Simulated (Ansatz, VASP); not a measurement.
Al5N in VASP and in Ansatz

INCAR

```
SYSTEM = Al5N
ALGO = Normal
EDIFF = 1E-7
EDIFFG = -0.04
ENCUT = 600
GGA = PE
IBRION = 2
ISIF = 3
ISMEAR = 0
LASPH = .True.
LCHARG = .False.
LREAL = .False.
LWAVE = .False.
NELM = 60
NSW = 90
PREC = Accurate
SIGMA = 0.1
```

Contents of KPOINTS:

```
k-points
0
Gamma
  4 4 4
  0 0 0
```

POSCAR

```
Al5N
1.0
    0.0000000000      3.5667020200      3.5667020200
    3.5667020200      0.0000000000      3.5667020200
    3.5667020200      3.5667020200      0.0000000000
Al N
5 1
Direct
    0.3719714300      0.8760095200      0.8760095200
    0.8760095200      0.8760095200      0.8760095200
    0.2500000000      0.2500000000      0.2500000000
    0.8760095200      0.8760095200      0.3719714300
    0.8760095200      0.3719714300      0.8760095200
    0.5000000000      0.5000000000      0.5000000000
```

Input for Ansatz:

```yaml
crystal:
  lattice:
    - [0.0, 3.56670202, 3.56670202]
    - [3.56670202, 0.0, 3.56670202]
    - [3.56670202, 3.56670202, 0.0]
  atoms:
    - { symbol: Al, position: [0.37197143, 0.87600952, 0.87600952] }
    - { symbol: Al, position: [0.87600952, 0.87600952, 0.87600952] }
    - { symbol: Al, position: [0.25, 0.25, 0.25] }
    - { symbol: Al, position: [0.87600952, 0.87600952, 0.37197143] }
    - { symbol: Al, position: [0.87600952, 0.37197143, 0.87600952] }
    - { symbol: "N", position: [0.5, 0.5, 0.5] }
basis:
  ecutwfc: 420
kpoints:
  mp_grid: { grid: [4, 4, 4] }
hamiltonian:
  xc: pbe
scf:
  occupations: { method: gaussian, width: 0.1 }
  lower_state_search: "off"
output:
  forces: true
  stress: true
  eigenvalues: true
relax:
  adjacent_minimum: "off"
  f_tol: 0.04
  max_steps: 70
  cell: { stress_tol: 0.4 }
```

Change from the starting cell: species swapped into the HfNi5 type (F-43m, No. 216).

Alike in both runs: task relaxation of cell and atoms; functional PBE; k mesh 4 × 4 × 4; occupations gaussian, width 0.1 eV; no spin polarisation.

```csv
,VASP,Ansatz
version,VASP 6.6.1,Ansatz 0.2.0
potentials or method,"VASP PAW PBE potentials, release 64 (Al, N), cutoff 600 eV","scalar-relativistic, plane waves, PAW"
valence electrons in the cell,20,20
```

|  | VASP | Ansatz | Ansatz less VASP |
| --- | --- | --- | --- |
| gap on the k mesh at the Fermi level, each at its own relaxed structure (eV) | none | none | - |
| relaxed volume (Å³/atom) | 16.25 | 16.18 | -0.072 |
| relaxed length of the cell vector where the two differ most in proportion (Å) | 5.166 | 5.158 | -0.0077 |

A gap of «none» marks a metal or a gap that the smearing closes.

The k mesh is coarse, so the values compare programs but aren't converged.
